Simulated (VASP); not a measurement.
# InP (F-43m) in VASP: notebook, part 2 of 3

VASP 6.6.1.

## 3. Single point, PBE

INCAR reads:

```
  PREC = Accurate
  ENCUT = 500
  EDIFF = 1E-6
  ISMEAR = 0
  SIGMA = 0.1
  LREAL = F
  LASPH = T
  NELM = 120
  ALGO = Normal
  ISIF = 2
  LWAVE = F
  LCHARG = F
  GGA = PE
  ISYM = 0
  NBANDS = 16
  GGA_COMPAT = F
```

KPOINTS reads:

```
Automatic mesh
0
Gamma
  1 3 1
```

POSCAR reads:

```
InP
1.0
    0.0000000000      2.9519763857      2.9519763857
    2.9519763857      0.0000000000      2.9519763857
    2.9519763857      2.9519763857      0.0000000000
In P
1 1
Direct
    0.0000000000      0.0000000000      0.0000000000
    0.2500000000      0.2500000000      0.2500000000
```

Potentials or basis: VASP PAW PBE potentials, release 64 (In_d, P).

Command:

```console
$ cat potpaw_PBE.64/In_d/POTCAR potpaw_PBE.64/P/POTCAR > POTCAR
$ mpirun -np 1 vasp_std > vasp.out
```

OUTCAR:

```text
PREC = Accurate
   ENCUT = 500
   EDIFF = 1E-6
   ISMEAR = 0
   LREAL = F
   LASPH = T
   NELM = 120
   ISIF = 2
   GGA = PE
   ISYM = 0

 ion  position               nearest neighbor table
   1  0.000  0.000  0.000-   2 2.56   2 2.56   2 2.56   2 2.56
   2  0.250  0.250  0.250-   1 2.56   1 2.56   1 2.56   1 2.56

IMPORTANT INFORMATION: All symmetrisations will be switched off!
NOSYMM: (Re-)initialisation of all symmetry stuff for point group C_1.

----------------------------------------------------------------------------------------

                                     Primitive cell

  volume of cell :      51.4480

  direct lattice vectors                    reciprocal lattice vectors
     0.000000000  2.951976386  2.951976386    -0.169378049  0.169378049  0.169378049
     2.951976386  0.000000000  2.951976386     0.169378049 -0.169378049  0.169378049
     2.951976386  2.951976386  0.000000000     0.169378049  0.169378049 -0.169378049

  length of vectors
     4.174725040  4.174725040  4.174725040     0.293371386  0.293371386  0.293371386

  position of ions in fractional coordinates (direct lattice)
     0.000000000  0.000000000  0.000000000
     0.250000000  0.250000000  0.250000000

  ion indices of the primitive-cell ions
   primitive index   ion index
                 1           1
                 2           2

----------------------------------------------------------------------------------------

 KPOINTS: Automatic mesh

Automatic generation of k-mesh.
 Grid dimensions read from file:
 generate k-points for:    1    3    1

 Generating k-lattice:

  Cartesian coordinates                     Fractional coordinates (reciprocal lattice)
    -0.169378049  0.169378049  0.169378049     1.000000000  0.000000000  0.000000000
     0.056459350 -0.056459350  0.056459350     0.000000000  0.333333333  0.000000000
     0.169378049  0.169378049 -0.169378049     0.000000000  0.000000000  1.000000000

  Length of vectors
     0.293371386  0.097790462  0.293371386

  Shift w.r.t. Gamma in fractional coordinates (k-lattice)
     0.000000000  0.000000000  0.000000000

 -----------------------------------------------------------------------------
|                                                                             |
|           W    W    AA    RRRRR   N    N  II  N    N   GGGG   !!!           |
|           W    W   A  A   R    R  NN   N  II  NN   N  G    G  !!!           |
|           W    W  A    A  R    R  N N  N  II  N N  N  G       !!!           |
|           W WW W  AAAAAA  RRRRR   N  N N  II  N  N N  G  GGG   !            |
|           WW  WW  A    A  R   R   N   NN  II  N   NN  G    G                |
|           W    W  A    A  R    R  N    N  II  N    N   GGGG   !!!           |
|                                                                             |
|     Your reciprocal lattice and k-lattice belong to different lattice       |
|     classes:                                                                |
|                                                                             |
|        The reciprocal lattice is body-centered cubic,                       |
|        whereas your k-lattice is hexagonal.                                 |
|                                                                             |
|     Results are often still useful ...                                      |
|                                                                             |
 -----------------------------------------------------------------------------

 WARNING: IBZKPT: internal override: KBLOWUP is changed to .FALSE.
      ... skipping the blow-up phase ...

 Subroutine IBZKPT returns following result:
 ===========================================

 Found      2 irreducible k-points:

 Following reciprocal coordinates:
            Coordinates               Weight
  0.000000  0.000000  0.000000      1.000000
  0.000000  0.333333  0.000000      2.000000
   k-points           NKPTS =      2   k-points in BZ     NKDIM =      2   number of bands    NBANDS=     16
   number of dos      NEDOS =    301   number of ions     NIONS =      2
   total plane-waves  NPLWV =  27000
   dimension x,y,z NGX =    30 NGY =   30 NGZ =   30
   dimension x,y,z NGXF=    60 NGYF=   60 NGZF=   60
   ions per type =               1   1
   NGX,Y,Z   is equivalent  to a cutoff of  11.95, 11.95, 11.95 a.u.
   NGXF,Y,Z  is equivalent  to a cutoff of  23.89, 23.89, 23.89 a.u.
 SYSTEM =  unknown system
   PREC   = accura    normal or accurate (medium, high low for compatibility)
   ISTART =      0    job   : 0-new  1-cont  2-samecut
   ICHARG =      2    charge: 1-file 2-atom 10-const
   ISPIN  =      1    spin polarized calculation?
   LNONCOLLINEAR =      F non collinear calculations
   LSORBIT =      F    spin-orbit coupling
   LASPH  =      T    aspherical Exc in radial PAW
   ENCUT  =  500.0 eV  36.75 Ry    6.06 a.u.   7.61  7.61  7.61*2*pi/ulx,y,z
   NELM   =    120;   NELMIN=  2; NELMDL= -5     # of ELM steps
   EDIFF  = 0.1E-05   stopping-criterion for ELM
   LREAL  =      F    real-space projection
   EDIFFG = 0.1E-04   stopping-criterion for IOM
   NSW    =      0    number of steps for IOM
   IBRION =     -1    ionic relax: 0-MD 1-quasi-New 2-CG
   NFREE  =      0    steps in history (QN), initial steepest desc. (CG)
   ISIF   =      2    stress and relaxation
   ISYM   =      0    0-nonsym 1-usesym 2-fastsym
   POTIM  = 0.5000    time-step for ionic-motion
   TEBEG  =    0.0;   TEEND  =   0.0 temperature during run
   PSTRESS=    0.0 pullay stress
   NELECT =      18.0000    total number of electrons
   NUPDOWN=      -1.0000    fix difference up-down
   EMIN   =  10.00;   EMAX   =-10.00  energy-range for DOS
   EFERMI =   0.00;   METHOD = LEGACY
   ISMEAR =     0;   SIGMA  =   0.10  broadening in eV -4-tet -1-fermi 0-gaus
   EFERMI_NEDOS =   21; number of points for ismear=-14 and -15
   IALGO  =     38    algorithm
   IMIX   =      4    mixing-type and parameters
     AMIX     =   0.40;   BMIX     =  1.00
     AMIX_MAG =   1.60;   BMIX_MAG =  1.00
  volume/ion in A,a.u.               =      25.72       173.59
  Fermi-wavevector in a.u.,A,eV,Ry     =   1.153567  2.179925 18.105499  1.330717
  Thomas-Fermi vector in A             =   2.290210
   LORBIT       =      0    0 simple, 1 ext, 2 COOP (PROOUT), +10 PAW based schemes
   GGA     = PE    functional components
   LHFCALC =     F    Hartree Fock is set to
   AEXX    =    0.0000 exact exchange contribution
   IVDW    =     0    specifies the selected vdW correction
   LEPSILON=     F    determine dielectric tensor
   LRPA    =     F    only Hartree local field effects (RPA)
 non-spin polarized calculation
 Gauss-broadening in eV      SIGMA  =   0.10
  energy-cutoff  :      500.00
  volume of cell :       51.45
 maximum number of plane-waves:      1308
 NGX is ok and might be reduce to    30
   NGX = 15   NGY = 15   NGZ = 15

 number of electron      17.9999997 magnetization

 Free energy of the ion-electron system (eV)
  ---------------------------------------------------
  ext. energy  EPLUGINS =         0.00000000
  ---------------------------------------------------
  free energy    TOTEN  =        -1.06618408 eV

  energy without entropy =       -1.05934415  energy(sigma->0) =       -1.06276411

 E-fermi :   5.9450     XC(G=0):  -8.9122

 val. band max:        5.7897419902   @ k =   0.0000   0.0000   0.0000
 cond. band min:       6.0781147768   @ k =   0.0000   0.0000   0.0000
 fundamental gap:      0.2883727867
 Fermi energy:         5.9449969870

 k-point     1 :       0.0000    0.0000    0.0000
  band No.  band energies     occupation
      1      -9.4182      2.00000
      2      -9.3544      2.00000
      3      -9.3544      2.00000
      4      -9.2693      2.00000
      5      -9.2693      2.00000
      6      -5.7191      2.00000
[... 8 lines left out ...]
     15      14.7747      0.00000
     16      14.7747      0.00000

 k-point     2 :       0.0000    0.3333    0.0000
  band No.  band energies     occupation
      1      -9.4674      2.00000
      2      -9.3188      2.00000
      3      -9.3188      2.00000
      4      -9.2717      2.00000
      5      -9.2717      2.00000
      6      -4.6064      2.00000
[... 8 lines left out ...]
     15      14.3662      0.00000
     16      14.3662      0.00000

------------------------ aborting loop because EDIFF is reached ----------------------------------------

  FORCE on cell =-STRESS in cart. coord.  units (eV):
  Direction    XX          YY          ZZ          XY          YZ          ZX
  --------------------------------------------------------------------------------------
  -------------------------------------------------------------------------------------
  Total        6.5094067      6.5093983      6.5093730      2.1558703      2.1558139     -2.1558367
  in kB      202.7138196    202.7135567    202.7127686     67.1374098     67.1356542    -67.1363616
  external PRESSURE =     202.7133816 kB  Pullay stress =       0.0000000 kB

 VOLUME and BASIS-vectors are now :
 -----------------------------------------------------------------------------
  energy-cutoff  :      500.00
  volume of cell :       51.45
      direct lattice vectors                 reciprocal lattice vectors
     0.000000000  2.951976386  2.951976386    -0.169378049  0.169378049  0.169378049
     2.951976386  0.000000000  2.951976386     0.169378049 -0.169378049  0.169378049
     2.951976386  2.951976386  0.000000000     0.169378049  0.169378049 -0.169378049

 POSITION                                       TOTAL-FORCE (eV/Angst)
 -----------------------------------------------------------------------------------
      0.00000      0.00000      0.00000        -1.127848      1.127818     -1.127830
      1.47599      1.47599      1.47599         1.127848     -1.127818      1.127830
 -----------------------------------------------------------------------------------
    total drift:                                0.000215     -0.000155      0.000109

  FREE ENERGIE OF THE ION-ELECTRON SYSTEM (eV)
  ---------------------------------------------------
  free  energy   TOTEN  =        -1.0661840758 eV

  energy  without entropy=       -1.0593441481  energy(sigma->0) =       -1.06276411
```

OSZICAR:

```text
N       E                     dE             d eps       ncg     rms          rms(c)
DAV:   1     0.119734440518E+03    0.11973E+03   -0.80803E+03    64   0.124E+03
DAV:   2     0.588431362624E+01   -0.11385E+03   -0.11028E+03    72   0.291E+02
DAV:   3    -0.242555354192E+01   -0.83099E+01   -0.81969E+01    88   0.770E+01
DAV:   4    -0.261752390919E+01   -0.19197E+00   -0.19195E+00    64   0.130E+01
DAV:   5    -0.262837176071E+01   -0.10848E-01   -0.10848E-01   104   0.284E+00    0.730E+00
DAV:   6    -0.114835605204E+01    0.14800E+01   -0.24226E+00    96   0.202E+01    0.465E+00
DAV:   7    -0.104801846132E+01    0.10034E+00   -0.60791E-01    80   0.486E+00    0.251E+00
DAV:   8    -0.106246334537E+01   -0.14445E-01   -0.57682E-02    64   0.298E+00    0.778E-01
DAV:   9    -0.106465658644E+01   -0.21932E-02   -0.80603E-03    96   0.981E-01    0.322E-01
DAV:  10    -0.106559833339E+01   -0.94175E-03   -0.98512E-04    64   0.274E-01    0.253E-01
DAV:  11    -0.106607198460E+01   -0.47365E-03   -0.31837E-04    64   0.203E-01    0.860E-02
DAV:  12    -0.106617554333E+01   -0.10356E-03   -0.11838E-04    64   0.862E-02    0.350E-02
DAV:  13    -0.106618221284E+01   -0.66695E-05   -0.12164E-05    80   0.240E-02    0.166E-02
DAV:  14    -0.106618403503E+01   -0.18222E-05   -0.32321E-06    64   0.126E-02    0.457E-03
DAV:  15    -0.106618407575E+01   -0.40726E-07   -0.33704E-07    56   0.587E-03
   1 F= -.10661841E+01 E0= -.10627641E+01  d E =-.683993E-02
```

Run time: 6.8 s. Hardware: 1 thread of Intel Xeon 8259CL, shared host; peak memory 0.16 GiB.

The run converged, but its numbers aren't listed here, since they failed a check.

Caveat: the k points lie up to 1.84 Å⁻¹ apart; spin-orbit coupling is left out, which moves the levels of the heavy elements.

(Continued in part 3 of 3.)
